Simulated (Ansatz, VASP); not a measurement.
## One calculation of La, two programs

```
CELL_PARAMETERS angstrom
-2.12383 2.12383 2.12383
2.12383 -2.12383 2.12383
2.12383 2.12383 -2.12383
ATOMIC_POSITIONS crystal
La 0.00000 0.00000 0.00000
```

Alike in both runs: functional RPBE; dispersion D3(BJ); k mesh 9 × 9 × 9; occupations fermi-dirac, width 0.05 eV; no spin polarisation.

```csv
,VASP,Ansatz
version,VASP 6.6.1,Ansatz 0.2.0
potentials or method,"VASP PAW PBE potentials, release 64 (La)",PseudoDojo stringent (PBEsol files)
plane-wave cutoff (eV),520,1497
valence electrons in the cell,11,11
task,single point,electron localisation function
```

|  | VASP | Ansatz | Ansatz less VASP |
| --- | --- | --- | --- |
| gap on the k mesh at the Fermi level (eV) | none | none | - |
| pressure (GPa) | -19.4 | -19.3 | +0.12 |

VASP's potentials were made for PBE, not for RPBE. A gap of «none» marks a metal or a gap that the smearing closes.

Spin-orbit coupling is off throughout. Noted on Ansatz's run: the potentials were made for another functional, which shifts forces and pressure.
